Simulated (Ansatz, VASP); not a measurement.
**YS: VASP beside Ansatz**

```
CELL_PARAMETERS angstrom
0.00000 2.74365 2.77109
2.74365 0.00000 2.77109
2.74365 2.74365 0.00000
ATOMIC_POSITIONS crystal
Y 0.50000 0.50000 0.50000
S 0.00000 0.00000 0.00000
```

Change from the starting cell: zz strain of +1 %, PAW files.

Alike in both runs: task electric field gradients; functional LDA; k mesh 8 × 8 × 8; occupations fermi-dirac, width 0.01 eV; no spin polarisation.

|  | VASP | Ansatz |
| --- | --- | --- |
| version | VASP 6.6.1 | Ansatz 0.2.0 |
| potentials or method | VASP PAW LDA potentials, release 64 (Y_sv, S) | PAW with Ansatz's default frozen-core files, scalar-relativistic |
| plane-wave cutoff (eV) | 520 | 420 |
| valence electrons in the cell | 17 | 17 |

|  | VASP | Ansatz | Ansatz less VASP |
| --- | --- | --- | --- |
| pressure (GPa) | -4.6 | -4.7 | -0.04 |
| traceless stress, the component that is largest in VASP (GPa) | -1.33 | -1.33 | +0.006 |
| size of Vzz on the site where it differs most (V/Å²) | 10.5 | 11.4 | +0.85 |

LDA's correlation is that of Perdew and Zunger in VASP and of Perdew and Wang (1992) in Ansatz.
